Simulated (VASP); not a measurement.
Set up this calculation in VASP 6.6.1, as the native input.

| Property | Result |
| --- | --- |
| Task | single point |
| Functional | LDA |
| Potentials or basis | VASP PAW LDA potentials, release 64 (Cl) |
| Cutoff | 520 eV |
| k mesh | 15 × 15 × 15 |
| Occupations | fermi-dirac, width 0.08 eV |
| Spin | no spin polarisation |
| Dipole correction | no |
| Further INCAR settings | ALGO = Normal; EDIFF = 1e-06; NBANDS = 10 |

The structure of Cl lies in POSCAR:

```
Cl
1.0
    2.4146449390      0.0000000000      0.0000000000
    0.0000000000      2.4146449390      0.0000000000
    0.0000000000      0.0000000000      2.4146449390
Cl
1
Direct
    0.0000000000      0.0000000000      0.0000000000
```

This cell differs from its parent crystal: volume scaled by 0.68.

These files were run (other wordings do the same):

INCAR

```
SYSTEM = Cl
ALGO = Normal
EDIFF = 1E-6
ENCUT = 520
GGA = CA
ISIF = 2
ISMEAR = -1
LASPH = .TRUE.
LCHARG = .FALSE.
LREAL = .FALSE.
LWAVE = .FALSE.
NBANDS = 10
NELM = 60
PREC = Accurate
SIGMA = 0.08
```

KPOINTS

```
k-points
0
G
  15 15 15
  0 0 0
```

Potentials or basis: VASP PAW LDA potentials, release 64 (Cl).

Launch:

```bash
$ cat potpaw_LDA.64/Cl/POTCAR > POTCAR
$ mpirun -np 1 vasp_std > vasp.out
```

It gave:

- Pressure: 51.7 GPa

Caveat: an odd number of electrons without spin polarisation forces a metal; a magnetic or distorted state may lie lower.

It took 3.6 s on 1 thread of Intel(R) Xeon(R) 6975P-C (Granite Rapids), on a shared host, peak memory 0.11 GiB.
